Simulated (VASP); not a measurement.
A run of VASP 6.6.1 is set up as follows.

File POSCAR:

```
TiO2
1.0
   -2.8949521678      3.1319634573      3.1319634573
    2.8949521678     -3.1319634573      3.1319634573
    2.8949521678      3.1319634573     -3.1319634573
Ti O
4 8
Direct
    0.5000000000      0.7500000000      0.7500000000
    0.5000000000      0.2500000000      0.2500000000
    0.0000000000      0.0000000000      0.5000000000
    0.0000000000      0.5000000000      0.0000000000
    0.3022094275      0.3022094275      0.5000000000
    0.1977905725      0.2500000000      0.9477905725
    0.3022094275      0.8022094275      0.0000000000
    0.8022094275      0.2500000000      0.5522094275
    0.1977905725      0.7500000000      0.4477905725
    0.8022094275      0.7500000000      0.0522094275
    0.6977905725      0.1977905725      1.0000000000
    0.6977905725      0.6977905725      0.5000000000
```

File INCAR.step1:

```
ALGO     = Normal         # electronic algorithm
EDIFF    = 1E-4           # SCF threshold, eV
ENCUT    = 520            # plane-wave cutoff, eV
GGA      = PE             # functional
ISMEAR   = 0              # smearing method
LASPH    = True           # aspherical terms in the spheres
LCHARG   = False          # write CHGCAR
LREAL    = False          # projectors in reciprocal space
LWAVE    = True           # write WAVECAR
NBANDS   = 60             # bands
NELM     = 100            # most SCF steps
PREC     = Accurate       # precision mode
SIGMA    = 0.02           # smearing width, eV
```

Contents of INCAR.step2:

```
ALGO     = Normal         # electronic algorithm
EDIFF    = 1E-6           # SCF threshold, eV
ENCUT    = 520            # plane-wave cutoff, eV
ISIF     = 2              # what is computed and relaxed
ISMEAR   = 0              # smearing method
ISTART   = 1            
LASPH    = True           # aspherical terms in the spheres
LCHARG   = False          # write CHGCAR
LMIXTAU  = True         
LREAL    = False          # projectors in reciprocal space
LWAVE    = False          # write WAVECAR
METAGGA  = R2SCAN         # meta-GGA
NBANDS   = 60             # bands
NELM     = 100            # most SCF steps
PREC     = Accurate       # precision mode
SIGMA    = 0.02           # smearing width, eV
```

File KPOINTS:

```
k-points
0
Gamma
  6 6 6
```

Potentials or basis: VASP PAW PBE potentials, release 64 (Ti_sv, O).

The run is started by

```sh
$ cat potpaw_PBE.64/Ti_sv/POTCAR potpaw_PBE.64/O/POTCAR > POTCAR
$ cp INCAR.step1 INCAR
$ mpirun -np 1 vasp_std > vasp.out
$ cp INCAR.step2 INCAR
$ mpirun -np 1 vasp_std > vasp.out
```

(1) Predict the largest force.

(2) Predict the pressure.

(3) What does it give for the band gap on the k mesh?

Answers

(1) 0.015 eV/Å.

(2) 28.9 GPa.

(3) 2.38 eV.

Caveat: the cell stands under pressure; the PAW data sets were made with another functional, which shifts forces and pressure a little.
